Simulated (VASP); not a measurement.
Crystal: Sn.

```
Sn
1.0
    -2.91615    2.91615    1.59115
     2.91615   -2.91615    1.59115
     2.91615    2.91615   -1.59115
Sn
2
Cartesian
  0.0000 0.0000 0.0000
  0.0000 2.9162 0.7956
```

* Program: VASP 6.6.1
* Task: relaxation of cell and atoms
* Functional: LDA
* Potentials or basis: VASP PAW LDA potentials, release 64 (Sn_d)
* Cutoff: 600 eV
* k mesh: 16 × 16 × 16
* Occupations: gaussian, width 0.1 eV
* Spin: no spin polarisation

At the start: pressure -1.7 GPa; volume 27.06 Å³/atom.

Problem. How do energy, volume and symmetry change on relaxing?

Solution. Over 8 steps the energy falls by 5.5 meV/atom and the volume is 26.20 Å³/atom (-3.2 %); space group I4_1/amd (No. 141, to 0.1 Å) before and after.

The path:
| step | energy change (eV) | largest force (eV/Å) | pressure (GPa) | volume (Å³) |
| --- | --- | --- | --- | --- |
| 1 | 0.0000 | 0.0000 | -1.74 | 54.12 |
| 2 | -0.0098 | 0.0000 | 0.66 | 51.85 |
| 3 | -0.0107 | 0.0000 | 0.08 | 52.34 |
| 4 | -0.0107 | 0.0000 | -0.04 | 52.37 |
| 5 | -0.0110 | 0.0000 | 0.00 | 52.39 |
| 6 | -0.0111 | 0.0000 | -0.02 | 52.40 |
| 7 | -0.0110 | 0.0000 | -0.04 | 52.41 |
| 8 | -0.0111 | 0.0000 | 0.00 | 52.40 |

Final structure:
```cif
data_structure
_symmetry_space_group_name_H-M 'P 1'
_symmetry_Int_Tables_number 1
_cell_length_a 4.3830
_cell_length_b 4.3830
_cell_length_c 4.3830
_cell_angle_alpha 97.299
_cell_angle_beta 97.299
_cell_angle_gamma 138.237
_cell_volume 52.40
loop_
_atom_site_label
_atom_site_type_symbol
_atom_site_fract_x
_atom_site_fract_y
_atom_site_fract_z
_atom_site_occupancy
Sn1 Sn 0.00000 0.00000 0.00000 1
Sn2 Sn 0.75000 0.25000 0.50000 1
```
